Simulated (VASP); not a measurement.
# AlNi3 (Fm-3m) in VASP: single point with r2SCAN

Aim: the single point of AlNi3 with r2SCAN.

Everything below comes from runs of VASP 6.6.1. Logs are shortened: lines on timing, memory, paths and dates and some standing lists are left out, and cuts for length are marked.

## (1) The cell of the first run

Symmetry: Fm-3m, No. 225, cubic system. Conventional cell: a = 5.155 Å, b = 5.155 Å, c = 5.155 Å, α = 90.00°, β = 90.00°, γ = 90.00°. Al (site symmetry m-3m) has 14 Ni at 2.23 to 2.58 Å within 3.0 Å. Within 3.0 Å of Ni (site symmetry -43m) lie 4 Al at 2.23 Å and 10 Ni at 2.23 to 2.58 Å. Within 3.0 Å of Ni (site symmetry m-3m) lie 8 Ni at 2.23 Å and 6 Al at 2.58 Å.

## (2) Single point, r2SCAN (strain -0.080 along x and y, -0.080 along z)

Contents of POSCAR:

```
AlNi3
1.0
    0.0000000000      2.5777376547      2.5777376547
    2.5777376547      0.0000000000      2.5777376547
    2.5777376547      2.5777376547      0.0000000000
Al Ni
1 3
Direct
    0.5000000000      0.5000000000      0.5000000000
    0.2500000000      0.2500000000      0.2500000000
    0.0000000000      0.0000000000      0.0000000000
    0.7500000000      0.7500000000      0.7500000000
```

Contents of INCAR.step1:

```
SYSTEM = AlNi3
PREC     = Accurate       ! precision mode
ENCUT    = 520            ! plane-wave cutoff, eV
ISMEAR   = 0              ! smearing method
SIGMA    = 0.15           ! smearing width, eV
LREAL    = .FALSE.        ! projectors in reciprocal space
LASPH    = .TRUE.         ! aspherical terms in the spheres
NELM     = 100            ! most SCF steps
NBANDS   = 24             ! bands
GGA      = PE             ! functional
ALGO     = Normal         ! electronic algorithm
EDIFF    = 1E-4           ! SCF threshold, eV
LWAVE    = .TRUE.         ! write WAVECAR
LCHARG   = .FALSE.        ! write CHGCAR
```

Contents of INCAR.step2:

```
SYSTEM = AlNi3
PREC     = Accurate       ! precision mode
ENCUT    = 520            ! plane-wave cutoff, eV
EDIFF    = 1E-6           ! SCF threshold, eV
ISMEAR   = 0              ! smearing method
SIGMA    = 0.15           ! smearing width, eV
LREAL    = .FALSE.        ! projectors in reciprocal space
LASPH    = .TRUE.         ! aspherical terms in the spheres
NELM     = 100            ! most SCF steps
ALGO     = Normal         ! electronic algorithm
ISIF     = 2              ! what is computed and relaxed
LWAVE    = .FALSE.        ! write WAVECAR
LCHARG   = .FALSE.        ! write CHGCAR
METAGGA  = R2SCAN         ! meta-GGA
LMIXTAU  = .TRUE.       
NBANDS   = 24             ! bands
ISTART   = 1
```

Contents of KPOINTS:

```
regular mesh
0
G
  14 14 14
  0 0 0
```

Potentials or basis: VASP PAW PBE potentials, release 64 (Al, Ni).

Run with:

```bash
$ cat potpaw_PBE.64/Al/POTCAR potpaw_PBE.64/Ni/POTCAR > POTCAR
$ cp INCAR.step1 INCAR
$ mpirun -np 1 vasp_std > vasp.out
$ cp INCAR.step2 INCAR
$ mpirun -np 1 vasp_std > vasp.out
```

OUTCAR:

```text
SYSTEM = AlNi3
   PREC = Accurate
   ENCUT = 520
   EDIFF = 1E-6
   ISMEAR = 0
   LREAL = .FALSE.
   LASPH = .TRUE.
   NELM = 100
   ISIF = 2
   METAGGA = R2SCAN
   ISTART = 1

 ion  position               nearest neighbor table
   1  0.500  0.500  0.500-   2 2.23   2 2.23   2 2.23   2 2.23   4 2.23   4 2.23   4 2.23   4 2.23
                             3 2.58   3 2.58   3 2.58   3 2.58   3 2.58   3 2.58
   2  0.250  0.250  0.250-   3 2.23   3 2.23   3 2.23   1 2.23   3 2.23   1 2.23   1 2.23   1 2.23
                             4 2.58   4 2.58   4 2.58   4 2.58   4 2.58   4 2.58
   3  0.000  0.000  0.000-   4 2.23   4 2.23   4 2.23   2 2.23   4 2.23   2 2.23   2 2.23   2 2.23
                             1 2.58   1 2.58   1 2.58   1 2.58   1 2.58   1 2.58
   4  0.750  0.750  0.750-   1 2.23   1 2.23   1 2.23   1 2.23   3 2.23   3 2.23   3 2.23   3 2.23
                             2 2.58   2 2.58   2 2.58   2 2.58   2 2.58   2 2.58

  LATTYP: Found a face centered cubic cell.
 ALAT       =     5.1554753094

  Lattice vectors:

 A1 = (   0.0000000000,   2.5777376547,   2.5777376547)
 A2 = (   2.5777376547,   0.0000000000,   2.5777376547)
 A3 = (   2.5777376547,   2.5777376547,   0.0000000000)

Analysis of symmetry for initial positions (statically):
=====================================================================
 Subroutine PRICEL returns:
 Original cell was already a primitive cell.

 Routine SETGRP: Setting up the symmetry group for a
 face centered cubic supercell.

 Subroutine GETGRP returns: Found 48 space group operations
 (whereof 48 operations were pure point group operations)
 out of a pool of 48 trial point group operations.

The static configuration has the point symmetry O_h .

Analysis of symmetry for dynamics (positions and initial velocities):
=====================================================================
 Subroutine PRICEL returns:
 Original cell was already a primitive cell.

 Routine SETGRP: Setting up the symmetry group for a
 face centered cubic supercell.

 Subroutine GETGRP returns: Found 48 space group operations
 (whereof 48 operations were pure point group operations)
 out of a pool of 48 trial point group operations.

The dynamic configuration has the point symmetry O_h .

 Subroutine INISYM returns: Found 48 space group operations
 (whereof 48 operations are pure point group operations),
 and found     1 'primitive' translations

[... 96 lines left out ...]
   ENCUT  =  520.0 eV  38.22 Ry    6.18 a.u.   6.78  6.78  6.78*2*pi/ulx,y,z
   NELM   =    100;   NELMIN=  2; NELMDL=  0     # of ELM steps
   EDIFF  = 0.1E-05   stopping-criterion for ELM
   LREAL  =      F    real-space projection
   EDIFFG = 0.1E-04   stopping-criterion for IOM
   NSW    =      0    number of steps for IOM
   IBRION =     -1    ionic relax: 0-MD 1-quasi-New 2-CG
   NFREE  =      0    steps in history (QN), initial steepest desc. (CG)
   ISIF   =      2    stress and relaxation
   ISYM   =      2    0-nonsym 1-usesym 2-fastsym
   POTIM  = 0.5000    time-step for ionic-motion
   TEBEG  =    0.0;   TEEND  =   0.0 temperature during run
   PSTRESS=    0.0 pullay stress
   NELECT =      33.0000    total number of electrons
   NUPDOWN=      -1.0000    fix difference up-down
   EMIN   =  10.00;   EMAX   =-10.00  energy-range for DOS
   EFERMI =   0.00;   METHOD = LEGACY
   ISMEAR =     0;   SIGMA  =   0.15  broadening in eV -4-tet -1-fermi 0-gaus
   EFERMI_NEDOS =   21; number of points for ismear=-14 and -15
   IALGO  =     38    algorithm
   IMIX   =      4    mixing-type and parameters
     AMIX     =   0.40;   BMIX     =  1.00
     AMIX_MAG =   1.60;   BMIX_MAG =  1.00
  volume/ion in A,a.u.               =       8.56        57.79
  Fermi-wavevector in a.u.,A,eV,Ry     =   1.616829  3.055364 35.567481  2.614136
  Thomas-Fermi vector in A             =   2.711352
   LORBIT       =      0    0 simple, 1 ext, 2 COOP (PROOUT), +10 PAW based schemes
   METAGGA = R2SCAN    functional components
   LHFCALC =     F    Hartree Fock is set to
   AEXX    =    0.0000 exact exchange contribution
   IVDW    =     0    specifies the selected vdW correction
   LEPSILON=     F    determine dielectric tensor
   LRPA    =     F    only Hartree local field effects (RPA)
 non-spin polarized calculation
 Gauss-broadening in eV      SIGMA  =   0.15
  energy-cutoff  :      520.00
  volume of cell :       34.26
 maximum number of plane-waves:       941
   NGX = 13   NGY = 13   NGZ = 13

 number of electron      33.0000029 magnetization

 Free energy of the ion-electron system (eV)
  ---------------------------------------------------
  ext. energy  EPLUGINS =         0.00000000
  ---------------------------------------------------
  free energy    TOTEN  =       -41.91370971 eV

  energy without entropy =      -41.89457448  energy(sigma->0) =      -41.90414210

 E-fermi :  13.7635     XC(G=0): -15.4850

 val. band max:       13.7571716477   @ k =  -0.2857   0.5000   0.2143
 cond. band min:      13.7863517699   @ k =   0.5000   0.2143   0.0714
 fundamental gap:      0.0291801222
 Fermi energy:        13.7634850939

 k-point     1 :       0.0000    0.0000    0.0000
  band No.  band energies     occupation
      1       1.1086      2.00000
      2       8.2826      2.00000
      3       8.2826      2.00000
      4       8.7174      2.00000
      5       8.7174      2.00000
      6       8.7174      2.00000
[... 637 lines left out ...]
     23      23.4418      0.00000
     24      26.4270      0.00000

 [... further k-points ...]

------------------------ aborting loop because EDIFF is reached ----------------------------------------

  FORCE on cell =-STRESS in cart. coord.  units (eV):
  Direction    XX          YY          ZZ          XY          YZ          ZX
  --------------------------------------------------------------------------------------
  -------------------------------------------------------------------------------------
  Total       18.9066315     18.9066315     18.9066315     -0.0000000      0.0000000      0.0000000
  in kB      884.2571872    884.2571872    884.2571872     -0.0000000      0.0000000      0.0000000
  external PRESSURE =     884.2571872 kB  Pullay stress =       0.0000000 kB

 VOLUME and BASIS-vectors are now :
 -----------------------------------------------------------------------------
  energy-cutoff  :      520.00
  volume of cell :       34.26
      direct lattice vectors                 reciprocal lattice vectors
     0.000000000  2.577737655  2.577737655    -0.193968536  0.193968536  0.193968536
     2.577737655  0.000000000  2.577737655     0.193968536 -0.193968536  0.193968536
     2.577737655  2.577737655  0.000000000     0.193968536  0.193968536 -0.193968536

 POSITION                                       TOTAL-FORCE (eV/Angst)
 -----------------------------------------------------------------------------------
      2.57774      2.57774      2.57774         0.000000     -0.000000      0.000000
      1.28887      1.28887      1.28887        -0.000000     -0.000000      0.000000
      0.00000      0.00000      0.00000         0.000000     -0.000000      0.000000
      3.86661      3.86661      3.86661         0.000000      0.000000     -0.000000
 -----------------------------------------------------------------------------------
    total drift:                                0.000000     -0.000000      0.000000

  FREE ENERGIE OF THE ION-ELECTRON SYSTEM (eV)
  ---------------------------------------------------
  free  energy   TOTEN  =       -41.9137097119 eV

  energy  without entropy=      -41.8945744809  energy(sigma->0) =      -41.90414210
```

OUTCAR.step1:

```text
SYSTEM = AlNi3
   PREC = Accurate
   ENCUT = 520
   ISMEAR = 0
   LREAL = .FALSE.
   LASPH = .TRUE.
[... 880 lines left out ...]
      1.28887      1.28887      1.28887        -0.000000     -0.000000     -0.000000
      0.00000      0.00000      0.00000        -0.000000      0.000000      0.000000
      3.86661      3.86661      3.86661         0.000000      0.000000      0.000000
 -----------------------------------------------------------------------------------
    total drift:                                0.000000     -0.000000      0.000000

  FREE ENERGIE OF THE ION-ELECTRON SYSTEM (eV)
  ---------------------------------------------------
  free  energy   TOTEN  =       -19.0318182279 eV

  energy  without entropy=      -19.0111617732  energy(sigma->0) =      -19.02149000
```

Wall time 6.9 min (1 thread of Intel Xeon Platinum 8259CL at 2.50GHz (Skylake/Cascade Lake), shared host); peak memory 0.22 GiB.

What came out:

| Quantity | Value |
| --- | --- |
| Free energy | -41.9137 eV |
| Pressure | 88.4 GPa |
| Band gap on the k mesh | zero (an odd number of electrons rules out a gap without spin polarisation) |

Caveat: the cell differs from its parent crystal (strain -0.080 along x and y, -0.080 along z); the cell stands under pressure; the PAW data sets were made with another functional, which shifts forces and pressure a little.
